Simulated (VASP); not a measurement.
**B: single point with PBEsol**

Crystal: B.

```
CELL_PARAMETERS angstrom
1.70243 0.00000 0.00000
-0.85122 1.47435 0.00000
0.00000 0.00000 3.61725
ATOMIC_POSITIONS crystal
B 0.00000 0.00000 0.00000
```

This cell differs from its parent crystal: strain -0.0050 x Voigt [0, 0, 1, 0, 0, 0].

```json
{"Program": "VASP 6.6.1", "Task": "single point", "Functional": "PBEsol", "Potentials or basis": "VASP PAW PBE potentials, release 64 (B)", "Cutoff": "520 eV", "k mesh": "33 × 33 × 14", "Occupations": "gaussian, width 0.15 eV", "Spin": "no spin polarisation", "Dipole correction": "no", "Further INCAR settings": "ALGO = Normal; EDIFF = 1e-06; NBANDS = 8"}
```

* Pressure: 1.8 GPa

Stress tensor (GPa, compression positive):
```
 2.92  0.00  0.00
 0.00  2.92  0.00
 0.00  0.00 -0.51
```

Levels at points of the mesh, in eV from the Fermi level:
| k point | band 1 | band 2 | band 3 | band 4 | band 5 | band 6 |
| --- | --- | --- | --- | --- | --- | --- |
| (0.00, 0.00, 0.00) | -17.29 | -6.81 | 2.14 | 24.85 | 24.85 | 26.22 |
| (0.00, 0.00, 0.50) | -16.95 | -8.80 | 8.91 | 13.81 | 24.86 | 24.86 |

Run time: 70 s on 1 thread of Intel Xeon 8259CL, with other jobs on the host, peak memory 0.16 GiB.

Caveat: the cell differs from its parent crystal (strain -0.0050 x Voigt [0, 0, 1, 0, 0, 0]); the PAW data sets were made with another functional, which shifts forces and pressure a little.
